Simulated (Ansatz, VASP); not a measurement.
Ba2Hf2O: VASP beside Ansatz

```
Ba Hf O
1.0
     3.53895    0.00000    0.00000
    -1.76948    3.06482    0.00000
     0.00000    0.00000   12.37205
Ba Hf O
2 2 1
Direct
  0.33333 0.66667 0.13511
  0.66667 0.33333 0.86489
  0.33333 0.66667 0.59101
  0.66667 0.33333 0.40899
  0.00000 0.00000 0.00000
```

Change from the starting cell: species swapped into the CaAl2Ge2 type (P-3m1, No. 164).

Alike in both runs: functional PBE; k mesh 6 × 6 × 2; occupations gaussian, width 0.1 eV; no spin polarisation.

Ansatz relaxed the structure, and its values are those at the end. VASP's run is a single point on that final structure, the one shown.

```csv
,VASP,Ansatz
version,VASP 6.6.1,Ansatz 0.2.0
potentials or method,"VASP PAW PBE potentials, release 64 (Ba_sv, Hf_pv, O), cutoff 520 eV","scalar-relativistic, plane waves, PAW"
valence electrons in the cell,46,78
```

Ansatz gave:

```
gap on the k mesh at the Fermi level (eV) : none
pressure (GPa)                            : 0.0
rms of the force components (eV/Å)        : 0.004
```

Question: What did VASP give for the same quantities?

Answer: gap on the k mesh at the Fermi level (eV): none; pressure (GPa): 0.9; rms of the force components (eV/Å): 0.075.

A gap of «none» marks a metal or a gap that the smearing closes. VASP's potentials hold 46 valence electrons a cell and Ansatz's 78, so a difference there can come from the potentials and not from the codes.

Spin-orbit coupling is off throughout.
